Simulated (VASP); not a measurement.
# Cd (R-3m) in VASP: notebook

Cd is run at these levels: PBE; tasks: single point.

Program: VASP 6.6.1. These are calculated values, not measurements. Logs are shortened: lines on timing, memory, paths and dates and some standing lists are left out, and cuts for length are marked.

**1. The cell of the first run**

It takes space group R-3m (No. 166, trigonal). The conventional cell has a = 3.216 Å, b = 3.216 Å, c = 7.348 Å, α = 90.00°, β = 90.00°, γ = 120.00°. Cd (site symmetry -3m) has 12 Cd at 3.07 to 3.22 Å within 4.0 Å.

**2. Single point, PBE**

Contents of INCAR:

```
PREC = Accurate
ENCUT = 520
EDIFF = 1E-7
ISMEAR = 0
SIGMA = 0.1
LREAL = F
LASPH = T
NELM = 100
ALGO = Normal
ISIF = 2
LWAVE = F
LCHARG = F
GGA = PE
NBANDS = 12
```

Contents of KPOINTS:

```
regular mesh
0
Gamma
  9 9 9
```

Contents of POSCAR:

```
Cd
1.0
    1.6080291515      0.9283960635      2.4492874100
   -1.6080291515      0.9283960635      2.4492874100
    0.0000000000     -1.8567921270      2.4492874100
Cd
1
Direct
    0.0000000000      0.0000000000      0.0000000000
```

Potentials or basis: VASP PAW PBE potentials, release 64 (Cd).

Launch:

```bash
$ cat potpaw_PBE.64/Cd/POTCAR > POTCAR
$ mpirun -np 1 vasp_std > vasp.out
```

OUTCAR:

```text
PREC = Accurate
   ENCUT = 520
   EDIFF = 1E-7
   ISMEAR = 0
   LREAL = F
   LASPH = T
   NELM = 100
   ISIF = 2
   GGA = PE

 ion  position               nearest neighbor table
   1  0.000  0.000  0.000-

  LATTYP: Found a trigonal (rhomboedric) cell.
 ALAT       =     3.0735461310
 COS(alpha) =     0.4525576903

  Lattice vectors:

 A1 = (   1.6080291515,   0.9283960635,   2.4492874100)
 A2 = (  -1.6080291515,   0.9283960635,   2.4492874100)
 A3 = (   0.0000000000,  -1.8567921270,   2.4492874100)

Analysis of symmetry for initial positions (statically):
=====================================================================
 Subroutine PRICEL returns:
 Original cell was already a primitive cell.

 Routine SETGRP: Setting up the symmetry group for a
 trigonal (rhombohedral) supercell.

 Subroutine GETGRP returns: Found 12 space group operations
 (whereof 12 operations were pure point group operations)
 out of a pool of 12 trial point group operations.

The static configuration has the point symmetry D_3d.

Analysis of symmetry for dynamics (positions and initial velocities):
=====================================================================
 Subroutine PRICEL returns:
 Original cell was already a primitive cell.

 Routine SETGRP: Setting up the symmetry group for a
 trigonal (rhombohedral) supercell.

 Subroutine GETGRP returns: Found 12 space group operations
 (whereof 12 operations were pure point group operations)
 out of a pool of 12 trial point group operations.

The dynamic configuration has the point symmetry D_3d.

 Subroutine INISYM returns: Found 12 space group operations
 (whereof 12 operations are pure point group operations),
 and found     1 'primitive' translations

----------------------------------------------------------------------------------------

                                     Primitive cell

  volume of cell :      21.9391

  direct lattice vectors                    reciprocal lattice vectors
     1.608029152  0.928396064  2.449287410     0.310939637  0.179521083  0.136094005
    -1.608029152  0.928396064  2.449287410    -0.310939637  0.179521083  0.136094005
     0.000000000 -1.856792127  2.449287410     0.000000000 -0.359042166  0.136094005

  length of vectors
     3.073546131  3.073546131  3.073546131     0.383969862  0.383969862  0.383969862

  position of ions in fractional coordinates (direct lattice)
[... 83 lines left out ...]
   ISIF   =      2    stress and relaxation
   ISYM   =      2    0-nonsym 1-usesym 2-fastsym
   POTIM  = 0.5000    time-step for ionic-motion
   TEBEG  =    0.0;   TEEND  =   0.0 temperature during run
   PSTRESS=    0.0 pullay stress
   NELECT =      12.0000    total number of electrons
   NUPDOWN=      -1.0000    fix difference up-down
   EMIN   =  10.00;   EMAX   =-10.00  energy-range for DOS
   EFERMI =   0.00;   METHOD = LEGACY
   ISMEAR =     0;   SIGMA  =   0.10  broadening in eV -4-tet -1-fermi 0-gaus
   EFERMI_NEDOS =   21; number of points for ismear=-14 and -15
   IALGO  =     38    algorithm
   IMIX   =      4    mixing-type and parameters
     AMIX     =   0.40;   BMIX     =  1.00
     AMIX_MAG =   1.60;   BMIX_MAG =  1.00
  volume/ion in A,a.u.               =      21.94       148.05
  Fermi-wavevector in a.u.,A,eV,Ry     =   1.338842  2.530044 24.388398  1.792497
  Thomas-Fermi vector in A             =   2.467280
   LORBIT       =      0    0 simple, 1 ext, 2 COOP (PROOUT), +10 PAW based schemes
   GGA     = PE    functional components
   LHFCALC =     F    Hartree Fock is set to
   AEXX    =    0.0000 exact exchange contribution
   IVDW    =     0    specifies the selected vdW correction
   LEPSILON=     F    determine dielectric tensor
   LRPA    =     F    only Hartree local field effects (RPA)
 non-spin polarized calculation
 Gauss-broadening in eV      SIGMA  =   0.10
  energy-cutoff  :      520.00
  volume of cell :       21.94
 maximum number of plane-waves:       604
   NGX = 11   NGY = 11   NGZ = 11

 number of electron      11.9999997 magnetization

 Free energy of the ion-electron system (eV)
  ---------------------------------------------------
  ext. energy  EPLUGINS =         0.00000000
  ---------------------------------------------------
  free energy    TOTEN  =        -0.73100180 eV

  energy without entropy =       -0.72994736  energy(sigma->0) =       -0.73047458

 E-fermi :   2.8550     XC(G=0): -10.9546

 val. band max:        2.8030571098   @ k =  -0.3333   0.2222   0.2222
 cond. band min:       2.9552203272   @ k =  -0.3333   0.4444   0.3333
 fundamental gap:      0.1521632174
 Fermi energy:         2.8550211098

 k-point     1 :       0.0000    0.0000    0.0000
  band No.  band energies     occupation
      1      -6.4180      2.00000
      2      -6.4180      2.00000
      3      -6.2078      2.00000
      4      -5.9249      2.00000
      5      -5.8576      2.00000
      6      -5.8576      2.00000
      7      16.2894      0.00000
      8      16.9491      0.00000
      9      16.9491      0.00000
     10      19.7892      0.00000
     11      20.4414      0.00000
     12      20.4414      0.00000
[... 331 lines left out ...]
 k-point    24 :       0.4444    0.4444    0.0000
  band No.  band energies     occupation
      1      -6.9549      2.00000
      2      -6.8486      2.00000
      3      -5.5702      2.00000
      4      -5.4505      2.00000
      5      -5.4107      2.00000
      6       0.9911      2.00000
      7       5.4081      0.00000
      8       9.0041      0.00000
      9      10.5173      0.00000
     10      13.1635      0.00000
     11      14.6825      0.00000
     12      29.0886      0.00000

 [... further k-points ...]

------------------------ aborting loop because EDIFF is reached ----------------------------------------

  FORCE on cell =-STRESS in cart. coord.  units (eV):
  Direction    XX          YY          ZZ          XY          YZ          ZX
  --------------------------------------------------------------------------------------
  -------------------------------------------------------------------------------------
  Total        0.3562266      0.3562266      0.3465142     -0.0000000     -0.0000000      0.0000000
  in kB       26.0146967     26.0146967     25.3054098     -0.0000000     -0.0000000      0.0000000
  external PRESSURE =      25.7782677 kB  Pullay stress =       0.0000000 kB

 VOLUME and BASIS-vectors are now :
 -----------------------------------------------------------------------------
  energy-cutoff  :      520.00
  volume of cell :       21.94
      direct lattice vectors                 reciprocal lattice vectors
     1.608029152  0.928396064  2.449287410     0.310939637  0.179521083  0.136094005
    -1.608029152  0.928396064  2.449287410    -0.310939637  0.179521083  0.136094005
     0.000000000 -1.856792127  2.449287410     0.000000000 -0.359042166  0.136094005

 POSITION                                       TOTAL-FORCE (eV/Angst)
 -----------------------------------------------------------------------------------
      0.00000      0.00000      0.00000         0.000000     -0.000000      0.000000
 -----------------------------------------------------------------------------------
    total drift:                                0.000000     -0.000000      0.000000

  FREE ENERGIE OF THE ION-ELECTRON SYSTEM (eV)
  ---------------------------------------------------
  free  energy   TOTEN  =        -0.7310017988 eV

  energy  without entropy=       -0.7299473622  energy(sigma->0) =       -0.73047458
```

OSZICAR:

```text
N       E                     dE             d eps       ncg     rms          rms(c)
DAV:   1     0.730087384568E+02    0.73009E+02   -0.70815E+03  2128   0.101E+03
DAV:   2     0.553842532998E+00   -0.72455E+02   -0.68956E+02  2232   0.241E+02
DAV:   3    -0.774473692229E+00   -0.13283E+01   -0.13276E+01  2420   0.368E+01
DAV:   4    -0.776127787821E+00   -0.16541E-02   -0.16540E-02  2304   0.129E+00
DAV:   5    -0.776131690167E+00   -0.39023E-05   -0.39025E-05  2416   0.631E-02    0.303E+00
DAV:   6    -0.732743366385E+00    0.43388E-01   -0.11880E-01  2436   0.438E+00    0.243E+00
DAV:   7    -0.730777891967E+00    0.19655E-02   -0.10991E-02  2408   0.110E+00    0.121E+00
DAV:   8    -0.730966842836E+00   -0.18895E-03   -0.14094E-03  2172   0.505E-01    0.575E-02
DAV:   9    -0.730996307652E+00   -0.29465E-04   -0.11606E-05  2420   0.322E-02    0.126E-02
DAV:  10    -0.731001859568E+00   -0.55519E-05   -0.42586E-06  2196   0.227E-02    0.130E-03
DAV:  11    -0.731001798770E+00    0.60798E-07   -0.12377E-08  1640   0.122E-03
   1 F= -.73100180E+00 E0= -.73047458E+00  d E =-.105444E-02
```

Wall time 5.7 s (1 thread of Intel Xeon 6975P-C (Granite Rapids), shared host); peak memory 0.14 GiB.

Results:

* Free energy: -0.7310 eV
* Pressure: 2.6 GPa
* Band gap on the k mesh: zero (band 6 reaches 3.49 eV, above the bottom of band 7 at 1.55 eV)

Levels at points of the mesh, in eV from the Fermi level:
| k point | band 3 | band 4 | band 5 | band 6 | band 7 | band 8 | band 9 | band 10 |
| --- | --- | --- | --- | --- | --- | --- | --- | --- |
| (0.00, 0.00, 0.00) | -9.06 | -8.78 | -8.71 | -8.71 | 13.43 | 14.09 | 14.09 | 16.93 |

**3. Single point, PBE (strain along c alone, the other axes held: +4.0 %)**

Contents of INCAR:

```
ALGO = Normal
EDIFF = 1E-6
ENCUT = 520
GGA = PE
ISIF = 2
ISMEAR = 0
LASPH = True
LCHARG = False
LREAL = False
LWAVE = False
NBANDS = 25
NELM = 100
PREC = Accurate
SIGMA = 0.1
```

Contents of KPOINTS:

```
k-points
0
Gamma
  15 15 6
```

Contents of POSCAR:

```
Cd
1.0
    3.3247709869      0.0000000000      0.0000000000
   -1.6623854934      2.8793361364      0.0000000000
    0.0000000000      0.0000000000      7.5154600048
Cd
3
Direct
    0.0000000000      0.0000000000      0.0000000000
    0.6666666667      0.3333333333      0.3333333333
    0.3333333333      0.6666666667      0.6666666667
```

Potentials or basis: VASP PAW PBE potentials, release 64 (Cd).

Launch:

```bash
$ cat potpaw_PBE.64/Cd/POTCAR > POTCAR
$ mpirun -np 1 vasp_std > vasp.out
```

Run time: 80 s. Hardware: 1 thread of Intel Xeon 6975P-C (Granite Rapids), shared host; peak memory 0.33 GiB.

Results (log left out):

```yaml
Free_energy: -2.2131 eV
Pressure: -1.6 GPa
Band_gap_on_the_k_mesh: zero (band 18 reaches 3.54 eV, above the bottom of band 19 at 0.49 eV)
```

Stress tensor (GPa, compression positive):
```
-1.46  0.00  0.00
 0.00 -1.46  0.00
 0.00  0.00 -1.79
```

Levels at points of the mesh, in eV from the Fermi level:
```
           k point  band 15  band 16  band 17  band 18  band 19  band 20  band 21  band 22
(0.00, 0.00, 0.00)    -8.33    -8.07    -4.94    -4.94     4.32     4.32    11.12    11.12
(0.00, 0.00, 0.50)    -8.14    -7.32    -7.32    -1.50    -0.46    10.66    10.66    10.66
```

Caveat: the cell differs from its parent crystal (strain along c alone, the other axes held: +4.0 %).

**4. Single point, PBE (strain along c alone, the other axes held: -6.0 %)**

Contents of INCAR:

```
PREC     = Accurate       # precision mode
ENCUT    = 520            # plane-wave cutoff, eV
EDIFF    = 1E-6           # SCF threshold, eV
ISMEAR   = 0              # smearing method
SIGMA    = 0.1            # smearing width, eV
LREAL    = F              # projectors in reciprocal space
LASPH    = T              # aspherical terms in the spheres
NELM     = 80             # most SCF steps
ALGO     = Fast           # electronic algorithm
ISIF     = 2              # what is computed and relaxed
LWAVE    = F              # write WAVECAR
LCHARG   = F              # write CHGCAR
GGA      = PE             # functional
NBANDS   = 25             # bands
```

Contents of KPOINTS:

```
regular mesh
0
Gamma
  15 15 6
```

POSCAR: that of step 3 with these lines changed.

```diff
@@ -4,3 +4,3 @@
    -1.6623854934      2.8793361364      0.0000000000
-    0.0000000000      0.0000000000      7.5154600048
+    0.0000000000      0.0000000000      6.7928196197
 Cd
```

Launch:

```bash
$ cat potpaw_PBE.64/Cd/POTCAR > POTCAR
$ mpirun -np 1 vasp_std > vasp.out
```

Run time: 2.8 min. Hardware: 1 thread of Intel Xeon Platinum 8259CL at 2.50GHz (Skylake/Cascade Lake), shared host; peak memory 0.32 GiB.

Results (log left out):

```
Free energy            : -2.1240 eV
Pressure               : 4.5 GPa
Band gap on the k mesh : zero (band 18 reaches 4.58 eV, above the bottom of band 19 at 0.99 eV)
```

Stress tensor (GPa, compression positive):
```
2.76 0.00 0.00
0.00 2.76 0.00
0.00 0.00 8.01
```

Levels at points of the mesh, in eV from the Fermi level:
| k point | band 14 | band 15 | band 16 | band 17 | band 18 | band 19 | band 20 | band 21 | band 22 | band 23 |
| --- | --- | --- | --- | --- | --- | --- | --- | --- | --- | --- |
| (0.00, 0.00, 0.00) | -8.43 | -8.43 | -8.43 | -4.90 | -4.90 | 6.58 | 6.58 | 10.71 | 10.71 | 10.71 |
| (0.00, 0.00, 0.50) | -8.09 | -8.09 | -7.84 | -7.84 | -1.09 | 1.19 | 10.14 | 10.14 | 11.55 | 12.06 |

Caveat: the cell differs from its parent crystal (strain along c alone, the other axes held: -6.0 %).

**5. Single point, PBE (strain along c alone, the other axes held: -4.0 %)**

Contents of INCAR:

```
  ALGO = Fast
  EDIFF = 1E-6
  ENCUT = 520
  GGA = PE
  ISIF = 2
  ISMEAR = 0
  LASPH = True
  LCHARG = False
  LREAL = False
  LWAVE = False
  NBANDS = 25
  NELM = 60
  PREC = Accurate
  SIGMA = 0.1
```

Contents of KPOINTS:

```
k-points
0
Gamma
  15 15 6
```

POSCAR: that of step 4 with these lines changed.

```diff
@@ -4,3 +4,3 @@
    -1.6623854934      2.8793361364      0.0000000000
-    0.0000000000      0.0000000000      6.7928196197
+    0.0000000000      0.0000000000      6.9373476967
 Cd
```

Potentials or basis: VASP PAW PBE potentials, release 64 (Cd).

Launch:

```bash
$ cat potpaw_PBE.64/Cd/POTCAR > POTCAR
$ mpirun -np 1 vasp_std > vasp.out
```

OUTCAR:

```text
EDIFF = 1E-6
   ENCUT = 520
   GGA = PE
   ISIF = 2
   ISMEAR = 0
   LASPH = True
   LREAL = False
   NELM = 60
   PREC = Accurate

 ion  position               nearest neighbor table
   1  0.000  0.000  0.000-   2 3.01   3 3.01   3 3.01   2 3.01   2 3.01   3 3.01
   2  0.667  0.333  0.333-   1 3.01   1 3.01   1 3.01   3 3.01   3 3.01   3 3.01
   3  0.333  0.667  0.667-   1 3.01   1 3.01   1 3.01   2 3.01   2 3.01   2 3.01

  LATTYP: Found a hexagonal cell.
 ALAT       =     3.3247709869
 C/A-ratio  =     2.0865640743

  Lattice vectors:

 A1 = (   3.3247709869,   0.0000000000,   0.0000000000)
 A2 = (  -1.6623854934,   2.8793361364,   0.0000000000)
 A3 = (   0.0000000000,   0.0000000000,   6.9373476967)

Analysis of symmetry for initial positions (statically):
=====================================================================
 Subroutine PRICEL returns following result:

  LATTYP: Found a trigonal (rhomboedric) cell.
 ALAT       =     3.0053489245
[... 185 lines left out ...]
  ---------------------------------------------------
  free energy    TOTEN  =        -2.18191793 eV

  energy without entropy =       -2.17730260  energy(sigma->0) =       -2.17961026

 E-fermi :   2.6559     XC(G=0): -10.8967

 val. band max:        2.6482021807   @ k =  -0.2667  -0.4000   0.1667
 cond. band min:       2.7001518307   @ k =  -0.2667  -0.4000   0.3333
 fundamental gap:      0.0519496500
 Fermi energy:         2.6558658717

 k-point     1 :       0.0000    0.0000    0.0000
  band No.  band energies     occupation
      1      -6.6739      2.00000
      2      -6.6739      2.00000
      3      -6.6475      2.00000
      4      -6.6475      2.00000
      5      -6.3317      2.00000
      6      -6.3317      2.00000
[... 661 lines left out ...]
     24       7.8968      0.00000
     25      12.2783      0.00000

 [... further k-points ...]

------------------------ aborting loop because EDIFF is reached ----------------------------------------

  FORCE on cell =-STRESS in cart. coord.  units (eV):
  Direction    XX          YY          ZZ          XY          YZ          ZX
  --------------------------------------------------------------------------------------
  -------------------------------------------------------------------------------------
  Total        0.6149501      0.6149501      2.2458713      0.0000000     -0.0000000     -0.0000000
  in kB       14.8355236     14.8355236     54.1811069      0.0000000     -0.0000000     -0.0000000
  external PRESSURE =      27.9507181 kB  Pullay stress =       0.0000000 kB

 VOLUME and BASIS-vectors are now :
 -----------------------------------------------------------------------------
  energy-cutoff  :      520.00
  volume of cell :       66.41
      direct lattice vectors                 reciprocal lattice vectors
     3.324770987  0.000000000  0.000000000     0.300772596  0.173651139  0.000000000
    -1.662385493  2.879336136  0.000000000     0.000000000  0.347302278  0.000000000
     0.000000000  0.000000000  6.937347697     0.000000000  0.000000000  0.144147309

 POSITION                                       TOTAL-FORCE (eV/Angst)
 -----------------------------------------------------------------------------------
      0.00000      0.00000      0.00000        -0.000000     -0.000000     -0.000000
      1.66239      0.95978      2.31245         0.000000      0.000000      0.000000
     -0.00000      1.91956      4.62490        -0.000000     -0.000000     -0.000000
 -----------------------------------------------------------------------------------
    total drift:                               -0.000000      0.000000      0.000000

  FREE ENERGIE OF THE ION-ELECTRON SYSTEM (eV)
  ---------------------------------------------------
  free  energy   TOTEN  =        -2.1819179264 eV

  energy  without entropy=       -2.1773025993  energy(sigma->0) =       -2.17961026
```

It took 2.8 min on 1 thread of Intel Xeon Platinum 8259CL at 2.50GHz (Skylake/Cascade Lake), shared host; peak memory 0.32 GiB.

Results:

```yaml
Free_energy: -2.1819 eV
Pressure: 2.8 GPa
Band_gap_on_the_k_mesh: zero (band 18 reaches 4.35 eV, above the bottom of band 19 at 0.87 eV)
```

Levels at points of the mesh, in eV from the Fermi level:
```csv
k point,band 15,band 16,band 17,band 18,band 19,band 20,band 21,band 22
"(0.00, 0.00, 0.00)",-8.40,-8.40,-4.90,-4.90,6.08,6.08,10.81,10.81
"(0.00, 0.00, 0.50)",-8.09,-7.72,-7.72,-1.19,0.83,10.26,10.26,11.68
```

Caveat: the cell differs from its parent crystal (strain along c alone, the other axes held: -4.0 %).

(Part 1 of 2 ends here.)
